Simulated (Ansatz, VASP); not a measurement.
## AlN in VASP and in Ansatz

The input INCAR:

```
PREC = Accurate
ENCUT = 520
EDIFF = 1E-6
ISMEAR = 0
SIGMA = 0.05
LREAL = False
LASPH = True
NELM = 100
ALGO = Normal
ISIF = 2
LWAVE = False
LCHARG = False
NBANDS = 16
```

Contents of KPOINTS:

```
regular mesh
0
Gamma
  9 9 6
```

File POSCAR:

```
AlN
1.0
    3.1659609617      0.0000000000      0.0000000000
   -1.5829804808      2.7418026202      0.0000000000
    0.0000000000      0.0000000000      5.0673630437
Al N
2 2
Direct
    0.3429784478      0.6859568955      0.0015212672
    0.6570215522      0.3140431045      0.5015212672
    0.3247266867      0.6494533735      0.3834787328
    0.6752733133      0.3505466265      0.8834787328
```

Input for Ansatz:

```yaml
crystal:
  lattice:
    - [3.1659609617, 0.0, 0.0]
    - [-1.5829804808, 2.7418026202, 0.0]
    - [0.0, 0.0, 5.0673630437]
  atoms:
    - { symbol: Al, position: [0.3429784478, 0.6859568955, 0.0015212672] }
    - { symbol: Al, position: [0.6570215522, 0.3140431045, 0.5015212672] }
    - { symbol: "N", position: [0.3247266867, 0.6494533735, 0.3834787328] }
    - { symbol: "N", position: [0.6752733133, 0.3505466265, 0.8834787328] }
basis:
  ecutwfc: 520.0
kpoints:
  mp_grid: { grid: [9, 9, 6] }
hamiltonian:
  xc: lda
scf:
  occupations: { method: gaussian, width: 0.05 }
output:
  forces: true
  stress: true
  eigenvalues: true
  write_density: true
  write_potential: true
  elf: true
  volumetric_format: npy
```

Change from the starting cell: mode 5 frozen in at +0.052 Å, equal normal strain along x, y and z +0.0250.

Alike in both runs: task single point; functional LDA; k mesh 9 × 9 × 6; occupations gaussian, width 0.05 eV; no spin polarisation.

|  | VASP | Ansatz |
| --- | --- | --- |
| version | VASP 6.6.1 | Ansatz 0.2.0 |
| potentials or method | VASP PAW LDA potentials, release 64 (Al, N), cutoff 520 eV | scalar-relativistic, plane waves, PAW |
| valence electrons in the cell | 16 | 16 |

VASP gave:

```
gap on the k mesh at the Fermi level (eV)                     : 3.74
least direct gap on the mesh (eV)                             : 3.74
pressure (GPa)                                                : -13.2
traceless stress, the component that is largest in VASP (GPa) : -0.76
rms of the force components (eV/Å)                            : 0.139
```

**Question.** Estimate Ansatz's values.

**Answer.** gap on the k mesh at the Fermi level (eV): 3.74; least direct gap on the mesh (eV): 3.74; pressure (GPa): -13.6; traceless stress, the component that is largest in VASP (GPa): -0.78; rms of the force components (eV/Å): 0.139.

LDA's correlation is that of Perdew and Zunger in VASP and of Perdew and Wang (1992) in Ansatz. Atom by atom the forces differ by 0.001 eV/Å (rms over components).
